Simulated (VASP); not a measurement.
# Ru in VASP: relaxation of the atoms with PBEsol

Aim: the relaxation of the atoms of Ru with PBEsol.

All numbers are computed with VASP 6.6.1; they aren't measurements. Logs are shortened: lines on timing, memory, paths and dates and some standing lists are left out, and cuts for length are marked.

## (1) The cell of the first run

The cell holds a slab with vacuum, 4 atoms: a = 2.690 Å, b = 2.690 Å, c = 23.378 Å, α = 90.00°, β = 90.00°, γ = 120.00°.

## (2) Relaxation of the atoms, PBEsol

The input, INCAR:

```
SYSTEM = Ru
ALGO     = Fast           ! electronic algorithm
DIPOL    = 0.5 0.5 0.500
EDIFF    = 1E-7           ! SCF threshold, eV
EDIFFG   = -0.03          ! ionic threshold
ENCUT    = 520            ! plane-wave cutoff, eV
GGA      = PS             ! functional
IBRION   = 2              ! ionic algorithm
IDIPOL   = 3            
ISIF     = 2              ! what is computed and relaxed
ISMEAR   = 0              ! smearing method
LASPH    = .True.         ! aspherical terms in the spheres
LCHARG   = .False.        ! write CHGCAR
LDIPOL   = .True.       
LREAL    = .False.        ! projectors in reciprocal space
LWAVE    = .False.        ! write WAVECAR
NELM     = 80             ! most SCF steps
NSW      = 90             ! ionic steps
PREC     = Accurate       ! precision mode
SIGMA    = 0.1            ! smearing width, eV
```

The input, KPOINTS:

```
k-points
0
Gamma
  12 12 1
  0 0 0
```

The input, POSCAR:

```
Ru
1.0
    2.6895240001      0.0000000000      0.0000000000
   -1.3447620000      2.3291961082      0.0000000000
    0.0000000000      0.0000000000     23.3778814290
Ru
4
Selective dynamics
Direct
    0.6666666667      0.3333333333      0.3635915438  F F F
    0.3333333333      0.6666666667      0.4545305146  F F F
    0.6666666667      0.3333333333      0.5454694854  T T T
    0.3333333333      0.6666666667      0.6364084562  T T T
```

Potentials or basis: VASP PAW PBE potentials, release 64 (Ru_pv).

Started as:

```console
cat potpaw_PBE.64/Ru_pv/POTCAR > POTCAR
mpirun -np 1 vasp_std > vasp.out
```

OUTCAR:

```text
SYSTEM = Ru
   EDIFF = 1E-7
   EDIFFG = -0.03
   ENCUT = 520
   GGA = PS
   IBRION = 2
   ISIF = 2
   ISMEAR = 0
   LASPH = .True.
   LREAL = .False.
   NELM = 80
   NSW = 90
   PREC = Accurate

 ion  position               nearest neighbor table
   1  0.667  0.333  0.364-   2 2.63   2 2.63   2 2.63
   2  0.333  0.667  0.455-   3 2.63   1 2.63   3 2.63   1 2.63   3 2.63   1 2.63
   3  0.667  0.333  0.545-   2 2.63   4 2.63   2 2.63   4 2.63   2 2.63   4 2.63
   4  0.333  0.667  0.636-   3 2.63   3 2.63   3 2.63

  LATTYP: Found a hexagonal cell.
 ALAT       =     2.6895240001
 C/A-ratio  =     8.6922003403

  Lattice vectors:

 A1 = (   2.6895240001,   0.0000000000,   0.0000000000)
 A2 = (  -1.3447620000,   2.3291961082,   0.0000000000)
 A3 = (   0.0000000000,   0.0000000000,  23.3778814290)

Analysis of symmetry for initial positions (statically):
=====================================================================
 Subroutine PRICEL returns:
 Original cell was already a primitive cell.

 Routine SETGRP: Setting up the symmetry group for a
 hexagonal supercell.

 Subroutine GETGRP returns: Found 12 space group operations
 (whereof 12 operations were pure point group operations)
 out of a pool of 24 trial point group operations.

The static configuration has the point symmetry D_3d.

Analysis of symmetry for dynamics (positions and initial velocities):
=====================================================================
 Subroutine PRICEL returns:
 Original cell was already a primitive cell.

 Routine SETGRP: Setting up the symmetry group for a
 hexagonal supercell.

 Subroutine GETGRP returns: Found 12 space group operations
 (whereof 12 operations were pure point group operations)
 out of a pool of 24 trial point group operations.

The dynamic configuration has the point symmetry D_3d.

Analysis of constrained symmetry for selective dynamics:
=====================================================================
 Subroutine PRICEL returns:
 Original cell was already a primitive cell.

 Routine SETGRP: Setting up the symmetry group for a
 hexagonal supercell.

 Subroutine GETGRP returns: Found  6 space group operations
 (whereof  6 operations were pure point group operations)
 out of a pool of 24 trial point group operations.

The constrained configuration has the point symmetry C_3v.

 Subroutine INISYM returns: Found  6 space group operations
 (whereof  6 operations are pure point group operations),
 and found     1 'primitive' translations

----------------------------------------------------------------------------------------

                                     Primitive cell

  volume of cell :     146.4491

  direct lattice vectors                    reciprocal lattice vectors
     2.689524000  0.000000000  0.000000000     0.371813005  0.214666338  0.000000000
    -1.344762000  2.329196108  0.000000000     0.000000000  0.429332677  0.000000000
     0.000000000  0.000000000 23.377881429     0.000000000  0.000000000  0.042775476

  length of vectors
     2.689524000  2.689524000 23.377881429     0.429332677  0.429332677  0.042775476

  position of ions in fractional coordinates (direct lattice)
     0.666666667  0.333333333  0.363591544
     0.333333333  0.666666667  0.454530515
     0.666666667  0.333333333  0.545469485
     0.333333333  0.666666667  0.636408456

  ion indices of the primitive-cell ions
   primitive index   ion index
                 1           1
                 2           2
                 3           3
                 4           4

----------------------------------------------------------------------------------------

 KPOINTS: k-points

Automatic generation of k-mesh.
 Grid dimensions read from file:
 generate k-points for:   12   12    1

 Generating k-lattice:

  Cartesian coordinates                     Fractional coordinates (reciprocal lattice)
     0.030984417  0.017888862  0.000000000     0.083333333  0.000000000  0.000000000
     0.000000000  0.035777723  0.000000000     0.000000000  0.083333333  0.000000000
     0.000000000  0.000000000  0.042775476     0.000000000  0.000000000  1.000000000

  Length of vectors
     0.035777723  0.035777723  0.042775476

  Shift w.r.t. Gamma in fractional coordinates (k-lattice)
     0.000000000  0.000000000  0.000000000

 Subroutine IBZKPT returns following result:
 ===========================================

 Found     19 irreducible k-points:

 Following reciprocal coordinates:
            Coordinates               Weight
  0.000000  0.000000  0.000000      1.000000
  0.083333  0.000000  0.000000      6.000000
  0.166667  0.000000  0.000000      6.000000
  0.250000  0.000000  0.000000      6.000000
  0.333333  0.000000  0.000000      6.000000
  0.416667 -0.000000  0.000000      6.000000
[... 11 lines left out ...]
  0.333333  0.250000  0.000000     12.000000
  0.333333  0.333333  0.000000      2.000000
   k-points           NKPTS =     19   k-points in BZ     NKDIM =     19   number of bands    NBANDS=     33
   number of dos      NEDOS =    301   number of ions     NIONS =      4
   total plane-waves  NPLWV =  72000
   dimension x,y,z NGX =    20 NGY =   20 NGZ =  180
   dimension x,y,z NGXF=    40 NGYF=   40 NGZF=  360
   ions per type =               4
   NGX,Y,Z   is equivalent  to a cutoff of  12.36, 12.36, 12.80 a.u.
   NGXF,Y,Z  is equivalent  to a cutoff of  24.72, 24.72, 25.60 a.u.
 SYSTEM =  Ru
   PREC   = accura    normal or accurate (medium, high low for compatibility)
   ISTART =      0    job   : 0-new  1-cont  2-samecut
   ICHARG =      2    charge: 1-file 2-atom 10-const
   ISPIN  =      1    spin polarized calculation?
   LNONCOLLINEAR =      F non collinear calculations
   LSORBIT =      F    spin-orbit coupling
   LASPH  =      T    aspherical Exc in radial PAW
   ENCUT  =  520.0 eV  38.22 Ry    6.18 a.u.   5.00  5.00 43.47*2*pi/ulx,y,z
   NELM   =     80;   NELMIN=  2; NELMDL= -5     # of ELM steps
   EDIFF  = 0.1E-06   stopping-criterion for ELM
   LREAL  =      F    real-space projection
   EDIFFG = -.3E-01   stopping-criterion for IOM
   NSW    =     90    number of steps for IOM
   IBRION =      2    ionic relax: 0-MD 1-quasi-New 2-CG
   NFREE  =      1    steps in history (QN), initial steepest desc. (CG)
   ISIF   =      2    stress and relaxation
   ISYM   =      2    0-nonsym 1-usesym 2-fastsym
   POTIM  = 0.5000    time-step for ionic-motion
   TEBEG  =    0.0;   TEEND  =   0.0 temperature during run
   PSTRESS=    0.0 pullay stress
   NELECT =      56.0000    total number of electrons
   NUPDOWN=      -1.0000    fix difference up-down
   EMIN   =  10.00;   EMAX   =-10.00  energy-range for DOS
   EFERMI =   0.00;   METHOD = LEGACY
   ISMEAR =     0;   SIGMA  =   0.10  broadening in eV -4-tet -1-fermi 0-gaus
   EFERMI_NEDOS =   21; number of points for ismear=-14 and -15
   IALGO  =     68    algorithm
   IMIX   =      4    mixing-type and parameters
     AMIX     =   0.40;   BMIX     =  1.00
     AMIX_MAG =   1.60;   BMIX_MAG =  1.00
  volume/ion in A,a.u.               =      36.61       247.07
  Fermi-wavevector in a.u.,A,eV,Ry     =   1.188252  2.245471 19.210655  1.411943
  Thomas-Fermi vector in A             =   2.324386
   LORBIT       =      0    0 simple, 1 ext, 2 COOP (PROOUT), +10 PAW based schemes
   GGA     = PS    functional components
   LHFCALC =     F    Hartree Fock is set to
   AEXX    =    0.0000 exact exchange contribution
   IVDW    =     0    specifies the selected vdW correction
   LEPSILON=     F    determine dielectric tensor
   LRPA    =     F    only Hartree local field effects (RPA)
 conjugate gradient relaxation of ions
 non-spin polarized calculation
 RMM-DIIS sequential band-by-band and
 Gauss-broadening in eV      SIGMA  =   0.10
  energy-cutoff  :      520.00
  volume of cell :      146.45
 maximum number of plane-waves:      3999
 NGX is ok and might be reduce to    20
   NGX =  9   NGY =  9   NGZ = 87

--------------------------------------- Ionic step        1  -------------------------------------------

 number of electron      56.0000005 magnetization

 Free energy of the ion-electron system (eV)
  ---------------------------------------------------
  ext. energy  EPLUGINS =         0.00000000
  ---------------------------------------------------
  free energy    TOTEN  =       -38.26011185 eV

  energy without entropy =      -38.23774329  energy(sigma->0) =      -38.24892757

------------------------ aborting loop because EDIFF is reached ----------------------------------------

 vacuum level on the upper side and lower side of the slab       (xc-potential included)        -0.058        -0.058

  FORCE on cell =-STRESS in cart. coord.  units (eV):
  Direction    XX          YY          ZZ          XY          YZ          ZX
  --------------------------------------------------------------------------------------
  -------------------------------------------------------------------------------------
  Total       -4.2397709     -4.2397709     -3.4246655     -0.0000000      0.0000000      0.0000000
  in kB      -46.3838015    -46.3838015    -37.4664125     -0.0000000      0.0000000      0.0000000
  external PRESSURE =     -43.4113385 kB  Pullay stress =       0.0000000 kB
[... 171 lines left out ...]
  FREE ENERGIE OF THE ION-ELECTRON SYSTEM (eV)
  ---------------------------------------------------
  free  energy   TOTEN  =       -38.2853965481 eV

  energy  without entropy=      -38.2626039925  energy(sigma->0) =      -38.27400027

 dipolmoment           0.000000      0.000000      0.000867 electrons x Angstroem

--------------------------------------- Ionic step        6  -------------------------------------------

 number of electron      56.0000004 magnetization

 dipolmoment           0.000000      0.000000     -0.001162 electrons x Angstroem

 Free energy of the ion-electron system (eV)
  ---------------------------------------------------
  ext. energy  EPLUGINS =         0.00000000
  ---------------------------------------------------
  free energy    TOTEN  =       -38.28568109 eV

  energy without entropy =      -38.26310310  energy(sigma->0) =      -38.27439209

 E-fermi :   1.5000     XC(G=0):  -6.0845

 val. band max:        1.4831944699   @ k =   0.2500   0.0833   0.0000
 cond. band min:       1.5128245161   @ k =   0.2500   0.0000   0.0000
 fundamental gap:      0.0296300462
 Fermi energy:         1.4999891372

 k-point     1 :       0.0000    0.0000    0.0000
  band No.  band energies     occupation
      1     -42.1728      2.00000
      2     -41.6829      2.00000
      3     -41.3106      2.00000
      4     -41.3106      2.00000
      5     -41.2002      2.00000
      6     -41.2002      2.00000
[... 673 lines left out ...]
     32       2.7216      0.00000
     33       9.1239      0.00000

------------------------ aborting loop because EDIFF is reached ----------------------------------------

 vacuum level on the upper side and lower side of the slab       (xc-potential included)        -0.026         0.007

  FORCE on cell =-STRESS in cart. coord.  units (eV):
  Direction    XX          YY          ZZ          XY          YZ          ZX
  --------------------------------------------------------------------------------------
  -------------------------------------------------------------------------------------
  Total       -3.5882186     -3.5882186     -1.4223778     -0.0000000      0.0000000      0.0000000
  in kB      -39.2557107    -39.2557107    -15.5610507     -0.0000000      0.0000000      0.0000000
  external PRESSURE =     -31.3574907 kB  Pullay stress =       0.0000000 kB
[... 19 lines left out ...]
  FREE ENERGIE OF THE ION-ELECTRON SYSTEM (eV)
  ---------------------------------------------------
  free  energy   TOTEN  =       -38.2856810875 eV

  energy  without entropy=      -38.2631030990  energy(sigma->0) =      -38.27439209

 reached required accuracy - stopping structural energy minimisation

 vacuum level on the upper side and lower side of the slab         6.677         6.710
```

It took 7.6 min on 1 thread of Oxide Virtual Turin-like, shared host; peak memory 0.26 GiB.

Results:

```yaml
Free_energy: -38.2857 eV
Energy_gained_by_relaxing: 6.4 meV/atom
Ionic_steps: 6
Band_gap_on_the_k_mesh: zero (bands 28 and 29 overlap by 2.49 eV)
```

The path:
```tsv
step	energy change (eV)	largest force on free atoms (eV/Å)	pressure (GPa)
1	0.0000	0.7009	-4.34
2	-0.0195	0.1651	-3.79
3	-0.0195	0.1879	-3.77
4	-0.0219	0.1519	-3.64
5	-0.0253	0.0541	-3.28
6	-0.0256	0.0127	-3.14
```

Final structure:
```xyz
4
Lattice="2.6895 0.0000 0.0000 -1.3448 2.3292 0.0000 0.0000 0.0000 23.3779" Properties=species:S:1:pos:R:3 pbc="T T T"
Ru    1.3448    0.7764    8.5000
Ru    0.0000    1.5528   10.6260
Ru    1.3448    0.7764   12.7446
Ru    0.0000    1.5528   14.8016
```

Caveat: the PAW data sets were made with another functional, which shifts forces and pressure a little.
